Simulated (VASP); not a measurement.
Wanted: the native input for a VASP 6.6.1 run.

```yaml
Task: single point
Functional: PBE
Potentials_or_basis: VASP PAW PBE potentials, release 64 (Si, Mo_sv)
Cutoff: 520 eV
k_mesh: 8 × 8 × 8
Occupations: gaussian, width 0.15 eV
Spin: no spin polarisation
Dipole_correction: no
Further_INCAR_settings: ALGO = Fast; EDIFF = 1e-06; NBANDS = 56
```

The structure of SiMo3 lies in POSCAR:

```
SiMo3
1.0
    4.9064535172      0.0000000000      0.0000000000
    0.0000000000      4.9064535172      0.0000000000
    0.0000000000      0.0000000000      4.9064535172
Si Mo
2 6
Direct
    0.0000000000      0.0000000000      0.0000000000
    0.5000000000      0.5000000000      0.5000000000
    0.2232495173      0.0000000000      0.5000000000
    0.5000000000      0.7767504827      0.0000000000
    0.7767504827      0.0000000000      0.5000000000
    0.5000000000      0.2232495173      0.0000000000
    0.0000000000      0.5000000000      0.6964990346
    0.0000000000      0.5000000000      0.3035009654
```

This cell differs from its parent crystal: atoms displaced along a vibrational mode.

These files were run (other wordings do the same):

INCAR

```
SYSTEM = SiMo3
ALGO     = Fast           ! electronic algorithm
EDIFF    = 1E-6           ! SCF threshold, eV
ENCUT    = 520            ! plane-wave cutoff, eV
GGA      = PE             ! functional
ISIF     = 2              ! what is computed and relaxed
ISMEAR   = 0              ! smearing method
LASPH    = .True.         ! aspherical terms in the spheres
LCHARG   = .True.         ! write CHGCAR
LELF     = .True.         ! ELF
LREAL    = .False.        ! projectors in reciprocal space
LVHAR    = .True.       
LWAVE    = .False.        ! write WAVECAR
NBANDS   = 56             ! bands
NELM     = 80             ! most SCF steps
PREC     = Accurate       ! precision mode
SIGMA    = 0.15           ! smearing width, eV
```

KPOINTS

```
k-points
0
Gamma
  8 8 8
  0 0 0
```

Potentials or basis: VASP PAW PBE potentials, release 64 (Si, Mo_sv).

The run is started by

```sh
$ cat potpaw_PBE.64/Si/POTCAR potpaw_PBE.64/Mo_sv/POTCAR > POTCAR
$ mpirun -np 1 vasp_std > vasp.out
```

It gave:

```json
{"Pressure": "20.2 GPa", "Largest force": "13.801 eV/Å", "Band gap on the k mesh": "zero (bands 46 and 47 overlap by 1.59 eV)"}
```

Caveat: the cell differs from its parent crystal (atoms displaced along a vibrational mode); atoms lie so close that the PAW spheres overlap strongly, which falsifies energies and pressures; the cell stands under pressure; forces of over 1 eV/Å act on the atoms, so gaps and moduli don't describe the material at rest.

It took 6.1 min on 1 thread of Intel(R) Xeon(R) 6975P-C (Granite Rapids) (shared host), peak memory 0.61 GiB.
